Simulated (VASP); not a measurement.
# Cr (I4/mmm) in VASP: further runs, part 2 of 2

VASP 6.6.1. Earlier steps stand in the parts before.

## 3. Single point, PBEsol (strain +0.000 along x and y, +0.025 along z)

Input file INCAR:

```
SYSTEM = Cr
PREC = Accurate ; ENCUT = 520
EDIFF = 1E-6 ; ISMEAR = 0
SIGMA = 0.15 ; LREAL = .False.
LASPH = .True. ; NELM = 100
ALGO = Fast ; ISIF = 2
LWAVE = .False. ; LCHARG = .True.
GGA = PS ; LELF = .True.
LVHAR = .True. ; NBANDS = 12
```

Input file KPOINTS:

```
regular mesh
0
Gamma
  24 24 24
  0 0 0
```

Input file POSCAR:

```
Cr
1.0
   -1.4419500000      1.4419500000      1.4779987500
    1.4419500000     -1.4419500000      1.4779987500
    1.4419500000      1.4419500000     -1.4779987500
Cr
1
Direct
    0.0000000000      0.0000000000      0.0000000000
```

Potentials or basis: VASP PAW PBE potentials, release 64 (Cr_pv).

The run is started by

```
> cat potpaw_PBE.64/Cr_pv/POTCAR > POTCAR
> mpirun -np 1 vasp_std > vasp.out
```

Run time: 75 s. Hardware: 1 thread of Intel Xeon Platinum 8488C (Sapphire Rapids), shared host; peak memory 0.25 GiB.

The run converged. Its results:

```
Free energy            : -10.1520 eV
Pressure               : -22.8 GPa
Band gap on the k mesh : zero (band 6 reaches 12.19 eV, above the bottom of band 7 at 9.24 eV)
```

Stress tensor (GPa, compression positive):
```
-20.31   0.00   0.00
  0.00 -20.31   0.00
  0.00   0.00 -27.65
```

Levels at points of the mesh, in eV from the Fermi level:
| k point | band 2 | band 3 | band 4 | band 5 | band 6 | band 7 | band 8 | band 9 | band 10 | band 11 |
| --- | --- | --- | --- | --- | --- | --- | --- | --- | --- | --- |
| (0.00, 0.00, 0.00) | -42.67 | -42.67 | -7.66 | -0.90 | -0.90 | -0.71 | 0.93 | 1.11 | 7.04 | 21.46 |
| (0.50, 0.00, 0.00) | -42.90 | -42.67 | -4.15 | -2.18 | 0.89 | 0.93 | 1.32 | 2.60 | 7.04 | 9.11 |
| (0.50, 0.50, 0.00) | -42.93 | -42.68 | -4.17 | -2.41 | 1.11 | 1.15 | 1.39 | 2.63 | 7.04 | 9.35 |
| (0.50, 0.50, 0.50) | -43.18 | -43.18 | -4.01 | -3.94 | 2.22 | 2.27 | 2.27 | 7.04 | 9.44 | 10.31 |

Caveat: the cell differs from its parent crystal (strain +0.000 along x and y, +0.025 along z); the PAW data sets were made with another functional, which shifts forces and pressure a little; the run has no spin polarisation, though such a crystal can be magnetic. Spin polarisation is off, so any magnetic state and its effect on volume and gap are missing.

## 4. Single point, PBEsol (strain +0.025 along x and y, -0.025 along z)

Input file INCAR:

```
SYSTEM = Cr
ALGO = Fast
EDIFF = 1E-6
ENCUT = 520
GGA = PS
ISIF = 2
ISMEAR = 0
LASPH = .TRUE.
LCHARG = .FALSE.
LREAL = .FALSE.
LWAVE = .FALSE.
NBANDS = 12
NELM = 100
PREC = Accurate
SIGMA = 0.15
```

Input file KPOINTS:

```
k-points
0
G
  24 24 24
  0 0 0
```

Input file POSCAR:

```
Cr
1.0
   -1.4779987500      1.4779987500      1.4059012500
    1.4779987500     -1.4779987500      1.4059012500
    1.4779987500      1.4779987500     -1.4059012500
Cr
1
Direct
    0.0000000000      0.0000000000      0.0000000000
```

The run is started by

```
> cat potpaw_PBE.64/Cr_pv/POTCAR > POTCAR
> mpirun -np 1 vasp_std > vasp.out
```

Run time: 74 s. Hardware: 1 thread of Intel Xeon Platinum 8488C (Sapphire Rapids), shared host; peak memory 0.25 GiB.

Results (log left out):

| Item | Value |
| --- | --- |
| Free energy | -10.1381 eV |
| Pressure | -22.4 GPa |
| Band gap on the k mesh | zero (band 6 reaches 12.21 eV, above the bottom of band 7 at 9.21 eV) |

Stress tensor (GPa, compression positive):
```
-27.46   0.00   0.00
  0.00 -27.46   0.00
  0.00   0.00 -12.13
```

Levels at points of the mesh, in eV from the Fermi level:
| k point | band 3 | band 4 | band 5 | band 6 | band 7 | band 8 | band 9 | band 10 |
| --- | --- | --- | --- | --- | --- | --- | --- | --- |
| (0.00, 0.00, 0.00) | -42.64 | -7.65 | -1.08 | -0.69 | -0.69 | 0.81 | 1.21 | 7.05 |
| (0.50, 0.00, 0.00) | -42.67 | -4.16 | -2.40 | 1.04 | 1.12 | 1.52 | 2.62 | 7.05 |
| (0.50, 0.50, 0.00) | -42.66 | -4.13 | -1.94 | 0.68 | 0.75 | 1.20 | 2.58 | 7.05 |
| (0.50, 0.50, 0.50) | -43.12 | -4.05 | -3.90 | 2.24 | 2.24 | 2.32 | 7.05 | 9.44 |

Caveat: the cell differs from its parent crystal (strain +0.025 along x and y, -0.025 along z); the PAW data sets were made with another functional, which shifts forces and pressure a little; the run has no spin polarisation, though such a crystal can be magnetic. Spin polarisation is off, so any magnetic state and its effect on volume and gap are missing.

## 5. Single point, PBEsol (strain +0.000 along x and y, +0.050 along z)

Input file INCAR:

```
PREC = Accurate ; ENCUT = 520
EDIFF = 1E-6 ; ISMEAR = 0
SIGMA = 0.15 ; LREAL = False
LASPH = True ; NELM = 100
ALGO = Fast ; ISIF = 2
LWAVE = False ; LCHARG = False
GGA = PS ; NBANDS = 12
```

Input file KPOINTS:

```
regular mesh
0
Gamma
  24 24 24
```

Input file POSCAR:

```
Cr
1.0
   -1.4419500000      1.4419500000      1.5140475000
    1.4419500000     -1.4419500000      1.5140475000
    1.4419500000      1.4419500000     -1.5140475000
Cr
1
Direct
    0.0000000000      0.0000000000      0.0000000000
```

Potentials or basis: VASP PAW PBE potentials, release 64 (Cr_pv).

The run is started by

```
> cat potpaw_PBE.64/Cr_pv/POTCAR > POTCAR
> mpirun -np 1 vasp_std > vasp.out
```

OUTCAR:

```text
PREC = Accurate
   ENCUT = 520
   EDIFF = 1E-6
   ISMEAR = 0
   LREAL = False
   LASPH = True
   NELM = 100
   ISIF = 2
   GGA = PS

 ion  position               nearest neighbor table
   1  0.000  0.000  0.000-

  LATTYP: Found a body centered tetragonal cell.
 ALAT       =     2.8839000000
 C/A-ratio  =     1.0500000000

  Lattice vectors:

 A1 = (  -1.4419500000,   1.4419500000,   1.5140475000)
 A2 = (   1.4419500000,  -1.4419500000,   1.5140475000)
 A3 = (   1.4419500000,   1.4419500000,  -1.5140475000)
[... 530 lines left out ...]
      3     -33.0550      2.00000
      4       5.6545      2.00000
      5       7.6253      2.00000
      6      10.1028      0.00001
      7      10.4278      0.00000
      8      11.0863      0.00000
      9      12.2874      0.00000
     10      16.6791      0.00000
     11      18.5098      0.00000
     12      26.2685      0.00000

 [... further k-points ...]
[... 5 lines left out ...]
  --------------------------------------------------------------------------------------
  -------------------------------------------------------------------------------------
  Total       -1.7450276     -1.7450276     -2.7820279      0.0000000      0.0000000     -0.0000000
  in kB     -222.0306767   -222.0306767   -353.9746565      0.0000000      0.0000000     -0.0000000
  external PRESSURE =    -266.0120033 kB  Pullay stress =       0.0000000 kB

 VOLUME and BASIS-vectors are now :
 -----------------------------------------------------------------------------
  energy-cutoff  :      520.00
  volume of cell :       12.59
      direct lattice vectors                 reciprocal lattice vectors
    -1.441950000  1.441950000  1.514047500     0.000000000  0.346752661  0.330240630
     1.441950000 -1.441950000  1.514047500     0.346752661  0.000000000  0.330240630
     1.441950000  1.441950000 -1.514047500     0.346752661  0.346752661  0.000000000

 POSITION                                       TOTAL-FORCE (eV/Angst)
 -----------------------------------------------------------------------------------
      0.00000      0.00000      0.00000         0.000000     -0.000000      0.000000
 -----------------------------------------------------------------------------------
    total drift:                                0.000000     -0.000000      0.000000

  FREE ENERGIE OF THE ION-ELECTRON SYSTEM (eV)
  ---------------------------------------------------
  free  energy   TOTEN  =       -10.0928955925 eV

  energy  without entropy=      -10.0845113916  energy(sigma->0) =      -10.08870349
```

OSZICAR:

```text
N       E                     dE             d eps       ncg     rms          rms(c)
DAV:   1     0.801974690080E+02    0.80197E+02   -0.71226E+03 25636   0.117E+03
DAV:   2    -0.108446236315E+02   -0.91042E+02   -0.87850E+02 25936   0.295E+02
DAV:   3    -0.121090667104E+02   -0.12644E+01   -0.12565E+01 28844   0.417E+01
DAV:   4    -0.121160932450E+02   -0.70265E-02   -0.70264E-02 27204   0.312E+00
DAV:   5    -0.121161814016E+02   -0.88157E-04   -0.88157E-04 28088   0.323E-01    0.127E+01
RMM:   6    -0.101278543175E+02    0.19883E+01   -0.55097E+00 27211   0.272E+01    0.243E+00
RMM:   7    -0.101051543703E+02    0.22700E-01   -0.11421E-01 28565   0.408E+00    0.123E+00
RMM:   8    -0.100943365688E+02    0.10818E-01   -0.15210E-02 29701   0.118E+00    0.311E-01
RMM:   9    -0.100928739459E+02    0.14626E-02   -0.39717E-03 29043   0.784E-01    0.356E-02
RMM:  10    -0.100928970224E+02   -0.23076E-04   -0.20854E-04 29814   0.217E-01    0.107E-02
RMM:  11    -0.100928951139E+02    0.19085E-05   -0.22814E-05 30167   0.712E-02    0.304E-03
RMM:  12    -0.100928955925E+02   -0.47858E-06   -0.44282E-06 22549   0.295E-02
   1 F= -.10092896E+02 E0= -.10088703E+02  d E =-.838420E-02
```

It took 74 s on 1 thread of Intel Xeon Platinum 8488C (Sapphire Rapids), shared host; peak memory 0.26 GiB.

What came out:

| Quantity | Value |
| --- | --- |
| Free energy | -10.0929 eV |
| Pressure | -26.6 GPa |
| Band gap on the k mesh | zero (band 6 reaches 11.77 eV, above the bottom of band 7 at 9.03 eV) |

Caveat: the cell differs from its parent crystal (strain +0.000 along x and y, +0.050 along z); the PAW data sets were made with another functional, which shifts forces and pressure a little; the run has no spin polarisation, though such a crystal can be magnetic. Spin polarisation is off, so any magnetic state and its effect on volume and gap are missing.

## 6. Overview

| cell | gap on the mesh (eV) | pressure (GPa) |
| --- | --- | --- |
| a = 2.414 Å, angles 108.8, 108.8, 110.9°, 1 atom | none | 8.3 |
| a = 2.519 Å, angles 110.1, 110.1, 108.1°, 1 atom | none | -22.8 |
| a = 2.519 Å, angles 108.1, 108.1, 112.1°, 1 atom | none | -22.4 |
| a = 2.540 Å, angles 110.8, 110.8, 106.8°, 1 atom | none | -26.6 |

Alike in all rows: task single point; level PBEsol; potentials or basis VASP PAW PBE potentials, release 64 (Cr_pv); no spin polarisation; k mesh 24 × 24 × 24; cutoff (eV) 520; smearing gaussian 0.15 eV.

Caveats: the PAW data sets were made with another functional, which shifts forces and pressure a little; the run has no spin polarisation, though such a crystal can be magnetic.

Total energies depend on the potentials used, so only differences within one code and one set of settings carry meaning.
